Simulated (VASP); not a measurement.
# Bi (Pm-3m) in VASP: further runs

The runs below take Bi through single point, relaxation of cell and atoms, with LDA.

Everything below comes from runs of VASP 6.6.1. Logs are shortened: lines on timing, memory, paths and dates and some standing lists are left out, and cuts for length are marked.

## 1. The cell of the first run

Symmetry: Pm-3m, No. 221, cubic system. Conventional cell: a = 3.319 Å, b = 3.319 Å, c = 3.319 Å, α = 90.00°, β = 90.00°, γ = 90.00°. Within 4.4 Å of Bi (site symmetry m-3m) lie 6 Bi at 3.32 Å.

## 2. Single point, LDA (volume scaled by 1.12)

File INCAR:

```
PREC = Accurate
ENCUT = 520
EDIFF = 1E-6
ISMEAR = -1
SIGMA = 0.1
LREAL = False
LASPH = True
NELM = 100
ALGO = Normal
ISIF = 2
LWAVE = False
LCHARG = False
NBANDS = 14
```

File KPOINTS:

```
regular mesh
0
Gamma
  11 11 11
```

File POSCAR:

```
Bi
1.0
    3.3186026071      0.0000000000      0.0000000000
    0.0000000000      3.3186026071      0.0000000000
    0.0000000000      0.0000000000      3.3186026071
Bi
1
Direct
    0.0000000000      0.0000000000      0.0000000000
```

Potentials or basis: VASP PAW LDA potentials, release 64 (Bi_d).

Command:

```console
cat potpaw_LDA.64/Bi_d/POTCAR > POTCAR
mpirun -np 1 vasp_std > vasp.out
```

OUTCAR:

```text
PREC = Accurate
   ENCUT = 520
   EDIFF = 1E-6
   ISMEAR = -1
   LREAL = False
   LASPH = True
   NELM = 100
   ISIF = 2

 ion  position               nearest neighbor table
   1  0.000  0.000  0.000-

  LATTYP: Found a simple cubic cell.
 ALAT       =     3.3186026071

  Lattice vectors:

 A1 = (   3.3186026071,   0.0000000000,   0.0000000000)
 A2 = (   0.0000000000,   3.3186026071,   0.0000000000)
 A3 = (   0.0000000000,   0.0000000000,   3.3186026071)

Analysis of symmetry for initial positions (statically):
=====================================================================
 Subroutine PRICEL returns:
 Original cell was already a primitive cell.

 Routine SETGRP: Setting up the symmetry group for a
 simple cubic supercell.

 Subroutine GETGRP returns: Found 48 space group operations
 (whereof 48 operations were pure point group operations)
 out of a pool of 48 trial point group operations.

The static configuration has the point symmetry O_h .

Analysis of symmetry for dynamics (positions and initial velocities):
=====================================================================
 Subroutine PRICEL returns:
 Original cell was already a primitive cell.

 Routine SETGRP: Setting up the symmetry group for a
 simple cubic supercell.

 Subroutine GETGRP returns: Found 48 space group operations
 (whereof 48 operations were pure point group operations)
 out of a pool of 48 trial point group operations.

The dynamic configuration has the point symmetry O_h .

 Subroutine INISYM returns: Found 48 space group operations
 (whereof 48 operations are pure point group operations),
 and found     1 'primitive' translations

----------------------------------------------------------------------------------------

                                     Primitive cell

  volume of cell :      36.5482

  direct lattice vectors                    reciprocal lattice vectors
     3.318602607  0.000000000  0.000000000     0.301331650  0.000000000  0.000000000
     0.000000000  3.318602607  0.000000000     0.000000000  0.301331650  0.000000000
     0.000000000  0.000000000  3.318602607     0.000000000  0.000000000  0.301331650

  length of vectors
     3.318602607  3.318602607  3.318602607     0.301331650  0.301331650  0.301331650

  position of ions in fractional coordinates (direct lattice)
     0.000000000  0.000000000  0.000000000

  ion indices of the primitive-cell ions
   primitive index   ion index
                 1           1

----------------------------------------------------------------------------------------

 KPOINTS: regular mesh

Automatic generation of k-mesh.
 Grid dimensions read from file:
 generate k-points for:   11   11   11

 Generating k-lattice:

  Cartesian coordinates                     Fractional coordinates (reciprocal lattice)
     0.027393786  0.000000000  0.000000000     0.090909091  0.000000000  0.000000000
     0.000000000  0.027393786  0.000000000     0.000000000  0.090909091  0.000000000
     0.000000000  0.000000000  0.027393786     0.000000000  0.000000000  0.090909091

  Length of vectors
     0.027393786  0.027393786  0.027393786

  Shift w.r.t. Gamma in fractional coordinates (k-lattice)
     0.000000000  0.000000000  0.000000000

 Subroutine IBZKPT returns following result:
 ===========================================

 Found     56 irreducible k-points:

 Following reciprocal coordinates:
            Coordinates               Weight
  0.000000  0.000000  0.000000      1.000000
  0.090909  0.000000  0.000000      6.000000
  0.181818  0.000000  0.000000      6.000000
  0.272727  0.000000  0.000000      6.000000
  0.363636  0.000000  0.000000      6.000000
  0.454545  0.000000  0.000000      6.000000
[... 16 lines left out ...]
  0.181818  0.090909  0.090909     24.000000
  0.272727  0.090909  0.090909     24.000000
 [... further k-points ...]
   k-points           NKPTS =     56   k-points in BZ     NKDIM =     56   number of bands    NBANDS=     14
   number of dos      NEDOS =    301   number of ions     NIONS =      1
   total plane-waves  NPLWV =  21952
   dimension x,y,z NGX =    28 NGY =   28 NGZ =   28
   dimension x,y,z NGXF=    56 NGYF=   56 NGZF=   56
   ions per type =               1
   NGX,Y,Z   is equivalent  to a cutoff of  14.03, 14.03, 14.03 a.u.
   NGXF,Y,Z  is equivalent  to a cutoff of  28.05, 28.05, 28.05 a.u.
 SYSTEM =  unknown system
   PREC   = accura    normal or accurate (medium, high low for compatibility)
   ISTART =      0    job   : 0-new  1-cont  2-samecut
   ICHARG =      2    charge: 1-file 2-atom 10-const
   ISPIN  =      1    spin polarized calculation?
   LNONCOLLINEAR =      F non collinear calculations
   LSORBIT =      F    spin-orbit coupling
   LASPH  =      T    aspherical Exc in radial PAW
   ENCUT  =  520.0 eV  38.22 Ry    6.18 a.u.   6.17  6.17  6.17*2*pi/ulx,y,z
   NELM   =    100;   NELMIN=  2; NELMDL= -5     # of ELM steps
   EDIFF  = 0.1E-05   stopping-criterion for ELM
   LREAL  =      F    real-space projection
   EDIFFG = 0.1E-04   stopping-criterion for IOM
   NSW    =      0    number of steps for IOM
   IBRION =     -1    ionic relax: 0-MD 1-quasi-New 2-CG
   NFREE  =      0    steps in history (QN), initial steepest desc. (CG)
   ISIF   =      2    stress and relaxation
   ISYM   =      2    0-nonsym 1-usesym 2-fastsym
   POTIM  = 0.5000    time-step for ionic-motion
   TEBEG  =    0.0;   TEEND  =   0.0 temperature during run
   PSTRESS=    0.0 pullay stress
   NELECT =      15.0000    total number of electrons
   NUPDOWN=      -1.0000    fix difference up-down
   EMIN   =  10.00;   EMAX   =-10.00  energy-range for DOS
   EFERMI =   0.00;   METHOD = LEGACY
   ISMEAR =    -1;   SIGMA  =   0.10  broadening in eV -4-tet -1-fermi 0-gaus
   EFERMI_NEDOS =   21; number of points for ismear=-14 and -15
   IALGO  =     38    algorithm
   IMIX   =      4    mixing-type and parameters
     AMIX     =   0.40;   BMIX     =  1.00
     AMIX_MAG =   1.60;   BMIX_MAG =  1.00
  volume/ion in A,a.u.               =      36.55       246.64
  Fermi-wavevector in a.u.,A,eV,Ry     =   1.216606  2.299052 20.138398  1.480130
  Thomas-Fermi vector in A             =   2.351954
   LORBIT       =      0    0 simple, 1 ext, 2 COOP (PROOUT), +10 PAW based schemes
   GGA     = CA    functional components
   LHFCALC =     F    Hartree Fock is set to
   AEXX    =    0.0000 exact exchange contribution
   IVDW    =     0    specifies the selected vdW correction
   LEPSILON=     F    determine dielectric tensor
   LRPA    =     F    only Hartree local field effects (RPA)
 non-spin polarized calculation
  energy-cutoff  :      520.00
  volume of cell :       36.55
 maximum number of plane-waves:      1021
 NGX is ok and might be reduce to    28
   NGX = 13   NGY = 13   NGZ = 13

 number of electron      15.0000004 magnetization

 Free energy of the ion-electron system (eV)
  ---------------------------------------------------
  ext. energy  EPLUGINS =         0.00000000
  ---------------------------------------------------
  free energy    TOTEN  =        -4.47713231 eV

  energy without entropy =       -4.45429773  energy(sigma->0) =       -4.46571502

 E-fermi :   5.5735     XC(G=0):  -9.6588

 val. band max:        5.4859638210   @ k =   0.1818   0.0909   0.0000
 cond. band min:       5.5859857288   @ k =   0.1818   0.0909   0.0909
 fundamental gap:      0.1000219078
 Fermi energy:         5.5734996309

 k-point     1 :       0.0000    0.0000    0.0000
  band No.  band energies     occupation
      1     -17.1759      2.00000
      2     -17.1759      2.00000
      3     -16.9085      2.00000
      4     -16.9085      2.00000
      5     -16.9085      2.00000
      6      -7.1040      2.00000
      7       8.5905      0.00000
      8       8.5905      0.00000
      9       8.5905      0.00000
     10      11.6533      0.00000
     11      13.3466      0.00000
     12      13.3466      0.00000
     13      22.3068      0.00000
     14      22.3068      0.00000

 k-point     2 :       0.0909    0.0000    0.0000
  band No.  band energies     occupation
      1     -17.1749      2.00000
      2     -17.1578      2.00000
      3     -16.9139      2.00000
      4     -16.9139      2.00000
      5     -16.9080      2.00000
      6      -7.0100      2.00000
      7       7.3733      0.00000
      8       8.6950      0.00000
      9       8.6950      0.00000
     10      12.1146      0.00000
     11      13.4272      0.00000
     12      14.3867      0.00000
     13      21.5626      0.00000
     14      21.9966      0.00000

 k-point     3 :       0.1818    0.0000    0.0000
  band No.  band energies     occupation
      1     -17.1726      2.00000
      2     -17.1097      2.00000
      3     -16.9285      2.00000
      4     -16.9285      2.00000
      5     -16.9069      2.00000
      6      -6.7362      2.00000
      7       5.3860      1.73412
      8       8.9926      0.00000
      9       8.9926      0.00000
     10      12.5467      0.00000
     11      13.6697      0.00000
     12      16.7929      0.00000
     13      20.1664      0.00000
     14      20.7000      0.00000
[... 324 lines left out ...]
 k-point    23 :       0.1818    0.0909    0.0909
  band No.  band energies     occupation
      1     -17.1453      2.00000
      2     -17.0989      2.00000
      3     -16.9341      2.00000
      4     -16.9337      2.00000
      5     -16.9178      2.00000
      6      -6.5491      2.00000
      7       5.5860      0.93765
      8       7.8017      0.00000
      9       7.9968      0.00000
     10      14.1055      0.00000
     11      14.9483      0.00000
     12      16.8637      0.00000
     13      18.6819      0.00000
     14      18.8888      0.00000

 k-point    24 :       0.2727    0.0909    0.0909
  band No.  band energies     occupation
      1     -17.1424      2.00000
      2     -17.0353      2.00000
      3     -16.9536      2.00000
      4     -16.9530      2.00000
      5     -16.9162      2.00000
      6      -6.1298      2.00000
      7       3.7248      2.00000
      8       8.2526      0.00000
      9       8.4368      0.00000
     10      14.4231      0.00000
     11      15.2210      0.00000
     12      17.0701      0.00000
     13      17.3259      0.00000
     14      19.9329      0.00000

 [... further k-points ...]

------------------------ aborting loop because EDIFF is reached ----------------------------------------

  FORCE on cell =-STRESS in cart. coord.  units (eV):
  Direction    XX          YY          ZZ          XY          YZ          ZX
  --------------------------------------------------------------------------------------
  -------------------------------------------------------------------------------------
  Total       -1.0831011     -1.0831011     -1.0831011     -0.0000000     -0.0000000      0.0000000
  in kB      -47.4803393    -47.4803393    -47.4803393     -0.0000000     -0.0000000      0.0000000
  external PRESSURE =     -47.4803393 kB  Pullay stress =       0.0000000 kB

 VOLUME and BASIS-vectors are now :
 -----------------------------------------------------------------------------
  energy-cutoff  :      520.00
  volume of cell :       36.55
      direct lattice vectors                 reciprocal lattice vectors
     3.318602607  0.000000000  0.000000000     0.301331650  0.000000000  0.000000000
     0.000000000  3.318602607  0.000000000     0.000000000  0.301331650  0.000000000
     0.000000000  0.000000000  3.318602607     0.000000000  0.000000000  0.301331650

 POSITION                                       TOTAL-FORCE (eV/Angst)
 -----------------------------------------------------------------------------------
      0.00000      0.00000      0.00000         0.000000      0.000000      0.000000
 -----------------------------------------------------------------------------------
    total drift:                               -0.000000     -0.000000     -0.000000

  FREE ENERGIE OF THE ION-ELECTRON SYSTEM (eV)
  ---------------------------------------------------
  free  energy   TOTEN  =        -4.4771323064 eV

  energy  without entropy=       -4.4542977311  energy(sigma->0) =       -4.46571502
```

Run time: 17 s. Hardware: 1 thread of Intel Xeon 8259CL, shared host; peak memory 0.15 GiB.

What came out:

| Quantity | Value |
| --- | --- |
| Free energy | -4.4771 eV |
| Pressure | -4.7 GPa |

Levels at points of the mesh, in eV from the Fermi level:
| k point | band 5 | band 6 | band 7 | band 8 | band 9 | band 10 |
| --- | --- | --- | --- | --- | --- | --- |
| (0.00, 0.00, 0.00) | -22.48 | -12.68 | 3.02 | 3.02 | 3.02 | 6.08 |

Caveat: the cell differs from its parent crystal (volume scaled by 1.12); spin-orbit coupling is left out, which moves the levels of the heavy elements.

## 3. Single point, LDA

This run uses another cell than the first one, of 32.63 Å³/atom, 0.893 times its volume.

File INCAR:

```
SYSTEM = Bi
PREC = Accurate
ENCUT = 520
EDIFF = 1E-6
ISMEAR = -1
SIGMA = 0.1
LREAL = .FALSE.
LASPH = .TRUE.
NELM = 80
ALGO = Normal
ISIF = 2
LWAVE = .FALSE.
LCHARG = .FALSE.
GGA = CA
NBANDS = 14
```

File KPOINTS:

```
Automatic mesh
0
G
  16 16 16
  0 0 0
```

File POSCAR:

```
Bi
1.0
    3.1955766747      0.0000000000      0.0000000000
    0.0000000000      3.1955766747      0.0000000000
    0.0000000000      0.0000000000      3.1955766747
Bi
1
Direct
    0.0000000000      0.0000000000      0.0000000000
```

Potentials or basis: VASP PAW LDA potentials, release 64 (Bi_d).

Command:

```console
cat potpaw_LDA.64/Bi_d/POTCAR > POTCAR
mpirun -np 1 vasp_std > vasp.out
```

It took 23 s on 1 thread of Intel Xeon 8259CL, shared host; peak memory 0.18 GiB.

Results (log left out):

```yaml
Free_energy: -4.5435 eV
Pressure: 0.1 GPa
```

Levels at points of the mesh, in eV from the Fermi level:
```
           k point  band 5  band 6  band 7  band 8  band 9  band 10
(0.00, 0.00, 0.00)  -22.59  -13.47    3.25    3.25    3.25     6.64
(0.50, 0.00, 0.00)  -22.58  -11.40   -5.27    5.28    5.28     9.83
(0.50, 0.50, 0.00)  -22.45   -9.35   -3.30   -3.30    2.66     7.42
(0.50, 0.50, 0.50)  -22.45   -7.25   -1.44   -1.44   -1.44     5.43
```

Caveat: spin-orbit coupling is left out, which moves the levels of the heavy elements.

## 4. Relaxation of cell and atoms, LDA

This run uses another cell than the first one, of 34.40 Å³/atom, 0.941 times its volume.

File INCAR:

```
SYSTEM = Bi
ALGO = Normal
EDIFF = 1E-6
EDIFFG = -0.01
ENCUT = 600
GGA = CA
IBRION = 2
ISIF = 3
ISMEAR = -1
LASPH = .TRUE.
LCHARG = .FALSE.
LREAL = .FALSE.
LWAVE = .FALSE.
NELM = 80
NSW = 80
PREC = Accurate
SIGMA = 0.1
```

File KPOINTS:

```
k-points
0
G
  10 10 10
  0 0 0
```

File POSCAR:

```
Bi
1.0
    3.2521762864      0.0000000000      0.0000000000
    0.0000000000      3.2521762864      0.0000000000
    0.0000000000      0.0000000000      3.2521762864
Bi
1
Direct
    0.0000000000      0.0000000000      0.0000000000
```

Command:

```console
cat potpaw_LDA.64/Bi_d/POTCAR > POTCAR
mpirun -np 1 vasp_std > vasp.out
```

Run time: 37 s. Hardware: 1 thread of Intel Xeon 8259CL, shared host; peak memory 0.16 GiB.

It converged, with:

- Free energy: -4.5479 eV
- Relaxed volume: 32.71 Å³/atom
- Relaxed cell: a = 3.198 Å, b = 3.198 Å, c = 3.198 Å, α = 90.00°, β = 90.00°, γ = 90.00°
- Space group after relaxing (to 0.05 Å): Pm-3m (No. 221)
- Energy gained by relaxing: 13.8 meV/atom
- Ionic steps: 3
- Pressure after relaxing: 0.0 GPa

Step by step:
| step | energy change (eV) | largest force (eV/Å) | pressure (GPa) | volume (Å³) |
| --- | --- | --- | --- | --- |
| 1 | 0.0000 | 0.0000 | -2.46 | 34.40 |
| 2 | -0.0094 | 0.0000 | 1.61 | 31.83 |
| 3 | -0.0138 | 0.0000 | 0.02 | 32.71 |

Final structure:
```xyz
1
Lattice="3.1980 0.0000 0.0000 0.0000 3.1980 0.0000 0.0000 0.0000 3.1980" Properties=species:S:1:pos:R:3 pbc="T T T"
Bi    0.0000    0.0000    0.0000
```

Levels at points of the mesh, in eV from the Fermi level:
| k point | band 3 | band 4 | band 5 | band 6 | band 7 | band 8 | band 9 | band 10 | band 11 |
| --- | --- | --- | --- | --- | --- | --- | --- | --- | --- |
| (0.00, 0.00, 0.00) | -22.54 | -22.54 | -22.54 | -13.40 | 3.29 | 3.29 | 3.29 | 6.67 | 8.09 |
| (0.50, 0.00, 0.00) | -22.64 | -22.61 | -22.53 | -11.35 | -5.21 | 5.31 | 5.31 | 9.87 | 10.45 |
| (0.50, 0.50, 0.00) | -22.63 | -22.63 | -22.41 | -9.31 | -3.25 | -3.25 | 2.71 | 7.44 | 12.12 |
| (0.50, 0.50, 0.50) | -22.75 | -22.40 | -22.40 | -7.22 | -1.39 | -1.39 | -1.39 | 5.48 | 5.48 |

Caveat: spin-orbit coupling is left out, which moves the levels of the heavy elements.

(Continued in part 2 of 2.)
